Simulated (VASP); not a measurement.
# Na (P6_3/mmc) in VASP: notebook

Na is run at these levels: LDA; tasks: single point.

Everything below comes from runs of VASP 6.6.1. Logs are shortened: lines on timing, memory, paths and dates and some standing lists are left out, and cuts for length are marked.

## Step 1: The cell of the first run

It takes space group P6_3/mmc (No. 194, hexagonal). Conventional cell: a = 3.767 Å, b = 3.767 Å, c = 6.216 Å, α = 90.00°, β = 90.00°, γ = 120.00°. Na (site symmetry -6m2) has 12 Na at 3.77 to 3.79 Å within 4.9 Å.

## Step 2: Single point, LDA (zz strain of +1 %)

File INCAR:

```
SYSTEM = Na
PREC     = Accurate       ! precision mode
ENCUT    = 520            ! plane-wave cutoff, eV
EDIFF    = 1E-6           ! SCF threshold, eV
ISMEAR   = -1             ! smearing method
SIGMA    = 0.05           ! smearing width, eV
LREAL    = .False.        ! projectors in reciprocal space
LASPH    = .True.         ! aspherical terms in the spheres
NELM     = 100            ! most SCF steps
ALGO     = Normal         ! electronic algorithm
ISIF     = 2              ! what is computed and relaxed
LWAVE    = .False.        ! write WAVECAR
LCHARG   = .True.         ! write CHGCAR
GGA      = CA             ! functional
LELF     = .True.         ! ELF
LVHAR    = .True.       
NBANDS   = 14             ! bands
```

File KPOINTS:

```
Automatic mesh
0
Gamma
  11 11 6
  0 0 0
```

File POSCAR:

```
Na
1.0
    3.7670009976      0.0000000000      0.0000000000
   -1.8835004988      3.2623185600      0.0000000000
    0.0000000000      0.0000000000      6.2155400000
Na
2
Direct
    0.3333333333      0.6666666667      0.2500000000
    0.6666666667      0.3333333333      0.7500000000
```

Potentials or basis: VASP PAW LDA potentials, release 64 (Na_pv).

Started as:

```
$ cat potpaw_LDA.64/Na_pv/POTCAR > POTCAR
$ mpirun -np 1 vasp_std > vasp.out
```

OUTCAR:

```text
SYSTEM = Na
   PREC = Accurate
   ENCUT = 520
   EDIFF = 1E-6
   ISMEAR = -1
   LREAL = .False.
   LASPH = .True.
   NELM = 100
   ISIF = 2
   GGA = CA

 ion  position               nearest neighbor table
   1  0.333  0.667  0.250-
   2  0.667  0.333  0.750-

  LATTYP: Found a hexagonal cell.
 ALAT       =     3.7670009976
 C/A-ratio  =     1.6499969084

  Lattice vectors:

 A1 = (   3.7670009976,   0.0000000000,   0.0000000000)
 A2 = (  -1.8835004988,   3.2623185600,   0.0000000000)
 A3 = (   0.0000000000,   0.0000000000,   6.2155400000)

Analysis of symmetry for initial positions (statically):
=====================================================================
 Subroutine PRICEL returns:
 Original cell was already a primitive cell.

 Routine SETGRP: Setting up the symmetry group for a
 hexagonal supercell.

 Subroutine GETGRP returns: Found 24 space group operations
 (whereof 12 operations were pure point group operations)
 out of a pool of 24 trial point group operations.

The static configuration has the point symmetry D_3d.
 The point group associated with its full space group is D_6h.

Analysis of symmetry for dynamics (positions and initial velocities):
=====================================================================
 Subroutine PRICEL returns:
 Original cell was already a primitive cell.

 Routine SETGRP: Setting up the symmetry group for a
 hexagonal supercell.

 Subroutine GETGRP returns: Found 24 space group operations
 (whereof 12 operations were pure point group operations)
 out of a pool of 24 trial point group operations.

The dynamic configuration has the point symmetry D_3d.
 The point group associated with its full space group is D_6h.

 Subroutine INISYM returns: Found 24 space group operations
 (whereof 12 operations are pure point group operations),
 and found     1 'primitive' translations

----------------------------------------------------------------------------------------

                                     Primitive cell

  volume of cell :      76.3837

  direct lattice vectors                    reciprocal lattice vectors
     3.767000998  0.000000000  0.000000000     0.265463163  0.153265229  0.000000000
    -1.883500499  3.262318560  0.000000000     0.000000000  0.306530457  0.000000000
     0.000000000  0.000000000  6.215540000     0.000000000  0.000000000  0.160887067

  length of vectors
     3.767000998  3.767000998  6.215540000     0.306530457  0.306530457  0.160887067

[... 85 lines left out ...]
   NFREE  =      0    steps in history (QN), initial steepest desc. (CG)
   ISIF   =      2    stress and relaxation
   ISYM   =      2    0-nonsym 1-usesym 2-fastsym
   POTIM  = 0.5000    time-step for ionic-motion
   TEBEG  =    0.0;   TEEND  =   0.0 temperature during run
   PSTRESS=    0.0 pullay stress
   NELECT =      14.0000    total number of electrons
   NUPDOWN=      -1.0000    fix difference up-down
   EMIN   =  10.00;   EMAX   =-10.00  energy-range for DOS
   EFERMI =   0.00;   METHOD = LEGACY
   ISMEAR =    -1;   SIGMA  =   0.05  broadening in eV -4-tet -1-fermi 0-gaus
   EFERMI_NEDOS =   21; number of points for ismear=-14 and -15
   IALGO  =     38    algorithm
   IMIX   =      4    mixing-type and parameters
     AMIX     =   0.40;   BMIX     =  1.00
     AMIX_MAG =   1.60;   BMIX_MAG =  1.00
  volume/ion in A,a.u.               =      38.19       257.73
  Fermi-wavevector in a.u.,A,eV,Ry     =   0.929931  1.757314 11.765922  0.864771
  Thomas-Fermi vector in A             =   2.056265
   LORBIT       =      0    0 simple, 1 ext, 2 COOP (PROOUT), +10 PAW based schemes
   GGA     = CA    functional components
   LHFCALC =     F    Hartree Fock is set to
   AEXX    =    0.0000 exact exchange contribution
   IVDW    =     0    specifies the selected vdW correction
   LEPSILON=     F    determine dielectric tensor
   LRPA    =     F    only Hartree local field effects (RPA)
 non-spin polarized calculation
  energy-cutoff  :      520.00
  volume of cell :       76.38
 maximum number of plane-waves:      2071
 NGX is ok and might be reduce to    28
   NGX = 13   NGY = 13   NGZ = 23

 number of electron      14.0000017 magnetization

 Free energy of the ion-electron system (eV)
  ---------------------------------------------------
  ext. energy  EPLUGINS =         0.00000000
  ---------------------------------------------------
  free energy    TOTEN  =        -2.87683641 eV

  energy without entropy =       -2.86636659  energy(sigma->0) =       -2.87160150

 E-fermi :   0.0971     XC(G=0):  -6.6447

 val. band max:        0.0600467082   @ k =   0.2727   0.1818   0.5000
 cond. band min:       0.1150521197   @ k =   0.2727   0.0909   0.3333
 fundamental gap:      0.0550054115
 Fermi energy:         0.0970710866

 k-point     1 :       0.0000    0.0000    0.0000
  band No.  band energies     occupation
      1     -24.9173      2.00000
      2     -24.8913      2.00000
      3     -24.8913      2.00000
      4     -24.8871      2.00000
      5     -24.8871      2.00000
      6     -24.8862      2.00000
      7      -3.1424      2.00000
      8       0.6144      0.00006
      9       0.8998      0.00000
     10       9.9452      0.00000
     11       9.9452      0.00000
     12      10.2135      0.00000
     13      10.2135      0.00000
     14      10.3729      0.00000
[... 377 lines left out ...]
      1     -24.9113      2.00000
      2     -24.9014      2.00000
      3     -24.9002      2.00000
      4     -24.8945      2.00000
      5     -24.8903      2.00000
      6     -24.8890      2.00000
      7      -2.1939      2.00000
      8       0.3788      0.00712
      9       2.8763      0.00000
     10       5.3294      0.00000
     11       6.5008      0.00000
     12       7.7698      0.00000
     13       8.8525      0.00000
     14       9.8353      0.00000

 [... further k-points ...]
[... 5 lines left out ...]
  --------------------------------------------------------------------------------------
  -------------------------------------------------------------------------------------
  Total       -0.4596404     -0.4596404     -0.3703624      0.0000000     -0.0000000      0.0000000
  in kB       -9.6411261     -9.6411261     -7.7684874      0.0000000     -0.0000000      0.0000000
  external PRESSURE =      -9.0169132 kB  Pullay stress =       0.0000000 kB

 VOLUME and BASIS-vectors are now :
 -----------------------------------------------------------------------------
  energy-cutoff  :      520.00
  volume of cell :       76.38
      direct lattice vectors                 reciprocal lattice vectors
     3.767000998  0.000000000  0.000000000     0.265463163  0.153265229  0.000000000
    -1.883500499  3.262318560  0.000000000     0.000000000  0.306530457  0.000000000
     0.000000000  0.000000000  6.215540000     0.000000000  0.000000000  0.160887067

 POSITION                                       TOTAL-FORCE (eV/Angst)
 -----------------------------------------------------------------------------------
     -0.00000      2.17488      1.55388        -0.000000      0.000000     -0.000000
      1.88350      1.08744      4.66165         0.000000      0.000000      0.000000
 -----------------------------------------------------------------------------------
    total drift:                               -0.000000      0.000000      0.000000

  FREE ENERGIE OF THE ION-ELECTRON SYSTEM (eV)
  ---------------------------------------------------
  free  energy   TOTEN  =        -2.8768364126 eV

  energy  without entropy=       -2.8663665862  energy(sigma->0) =       -2.87160150
```

OSZICAR:

```text
N       E                     dE             d eps       ncg     rms          rms(c)
DAV:   1     0.983555577446E+02    0.98356E+02   -0.76613E+03  1792   0.954E+02
DAV:   2     0.761350337868E+00   -0.97594E+02   -0.96616E+02  1840   0.269E+02
DAV:   3    -0.282895591258E+01   -0.35903E+01   -0.35872E+01  2302   0.599E+01
DAV:   4    -0.287840531619E+01   -0.49449E-01   -0.49448E-01  1984   0.741E+00
DAV:   5    -0.287952219672E+01   -0.11169E-02   -0.11169E-02  2284   0.114E+00    0.271E-01
DAV:   6    -0.287778038890E+01    0.17418E-02   -0.14163E-03  2148   0.508E-01    0.180E-01
DAV:   7    -0.287686655824E+01    0.91383E-03   -0.20828E-03  2214   0.520E-01    0.295E-02
DAV:   8    -0.287683585872E+01    0.30700E-04   -0.23571E-04  2284   0.259E-01    0.472E-03
DAV:   9    -0.287683641263E+01   -0.55391E-06   -0.48459E-06  2026   0.335E-02
   1 F= -.28768364E+01 E0= -.28716015E+01  d E =-.104698E-01
```

Run time: 18 s. Hardware: 1 thread of Intel Xeon Platinum 8559C (Emerald Rapids), shared host; peak memory 0.18 GiB.

What came out:

| Property | Result |
| --- | --- |
| Free energy | -2.8768 eV |
| Pressure | -0.9 GPa |
| Band gap on the k mesh | zero (band 7 reaches 1.86 eV, above the bottom of band 8 at -2.15 eV) |

Caveat: the cell differs from its parent crystal (zz strain of +1 %).

## Step 3: Single point, LDA (volume scaled by 1.02)

File INCAR:

```
SYSTEM = Na
PREC     = Accurate       ! precision mode
ENCUT    = 520            ! plane-wave cutoff, eV
EDIFF    = 1E-7           ! SCF threshold, eV
ISMEAR   = -1             ! smearing method
SIGMA    = 0.05           ! smearing width, eV
LREAL    = .FALSE.        ! projectors in reciprocal space
LASPH    = .TRUE.         ! aspherical terms in the spheres
NELM     = 80             ! most SCF steps
ALGO     = Normal         ! electronic algorithm
ISIF     = 2              ! what is computed and relaxed
LWAVE    = .FALSE.        ! write WAVECAR
LCHARG   = .FALSE.        ! write CHGCAR
GGA      = CA             ! functional
NBANDS   = 14             ! bands
```

File KPOINTS:

```
Automatic mesh
0
G
  11 11 6
  0 0 0
```

File POSCAR:

```
Na
1.0
    3.7919487511      0.0000000000      0.0000000000
   -1.8959743756      3.2839239483      0.0000000000
    0.0000000000      0.0000000000      6.1947561546
Na
2
Direct
    0.3333333333      0.6666666667      0.2500000000
    0.6666666667      0.3333333333      0.7500000000
```

Potentials or basis: VASP PAW LDA potentials, release 64 (Na_pv).

Started as:

```
$ cat potpaw_LDA.64/Na_pv/POTCAR > POTCAR
$ mpirun -np 1 vasp_std > vasp.out
```

Wall time 18 s (1 thread of Intel Xeon Platinum 8559C (Emerald Rapids), shared host); peak memory 0.18 GiB.

The run converged. Its results:

| Property | Result |
| --- | --- |
| Free energy | -2.8715 eV |
| Pressure | -1.0 GPa |
| Band gap on the k mesh | zero (band 7 reaches 1.81 eV, above the bottom of band 8 at -2.14 eV) |

Stress tensor (GPa, compression positive):
```
-1.10  0.00  0.00
 0.00 -1.10  0.00
 0.00  0.00 -0.84
```

Levels at points of the mesh, in eV from the Fermi level:
```tsv
k point	band 4	band 5	band 6	band 7	band 8	band 9	band 10	band 11
(0.00, 0.00, 0.00)	-24.99	-24.99	-24.99	-3.22	0.56	0.85	9.72	9.72
(0.00, 0.00, 0.50)	-24.99	-24.99	-24.99	-2.22	-2.22	5.35	5.35	10.29
```

## Step 4: Single point, LDA (zz strain of +2 %)

File INCAR:

```
ALGO = Normal
EDIFF = 1E-7
ENCUT = 520
ISIF = 2
ISMEAR = -1
LASPH = T
LCHARG = F
LREAL = F
LWAVE = F
NBANDS = 14
NELM = 80
PREC = Accurate
SIGMA = 0.05
```

File KPOINTS:

```
k-points
0
Gamma
  11 11 6
```

File POSCAR:

```
Na
1.0
    3.7670009976      0.0000000000      0.0000000000
   -1.8835004988      3.2623185600      0.0000000000
    0.0000000000      0.0000000000      6.2770800000
Na
2
Direct
    0.3333333333      0.6666666667      0.2500000000
    0.6666666667      0.3333333333      0.7500000000
```

Started as:

```
$ cat potpaw_LDA.64/Na_pv/POTCAR > POTCAR
$ mpirun -np 1 vasp_std > vasp.out
```

Run time: 19 s. Hardware: 1 thread of Intel Xeon Platinum 8559C (Emerald Rapids), shared host; peak memory 0.17 GiB.

It converged, with:

```
Free energy            : -2.8727 eV
Pressure               : -1.0 GPa
Band gap on the k mesh : zero (band 7 reaches 1.84 eV, above the bottom of band 8 at -2.17 eV)
```

Stress tensor (GPa, compression positive):
```
-1.04  0.00  0.00
 0.00 -1.04  0.00
 0.00  0.00 -0.96
```

Levels at points of the mesh, in eV from the Fermi level:
```tsv
k point	band 3	band 4	band 5	band 6	band 7	band 8	band 9	band 10	band 11	band 12
(0.00, 0.00, 0.00)	-25.00	-24.99	-24.99	-24.99	-3.22	0.48	0.73	9.87	9.87	10.14
(0.00, 0.00, 0.50)	-24.99	-24.99	-24.99	-24.99	-2.24	-2.24	5.14	5.14	10.43	10.43
```

Caveat: the cell differs from its parent crystal (zz strain of +2 %).

## Step 5: Overview

```tsv
cell	gap on the mesh (eV)	pressure (GPa)
a = 3.767, b = 3.767, c = 6.216 Å, angles 90.0, 90.0, 120.0°, 2 atoms	none	-0.9
a = 3.792, b = 3.792, c = 6.195 Å, angles 90.0, 90.0, 120.0°, 2 atoms	none	-1.0
a = 3.767, b = 3.767, c = 6.277 Å, angles 90.0, 90.0, 120.0°, 2 atoms	none	-1.0
```

Alike in all rows: task single point; level LDA; potentials or basis VASP PAW LDA potentials, release 64 (Na_pv); no spin polarisation; k mesh 11 × 11 × 6; cutoff (eV) 520; smearing fermi-dirac 0.05 eV.

Total energies depend on the potentials used, so only differences within one code and one set of settings carry meaning.
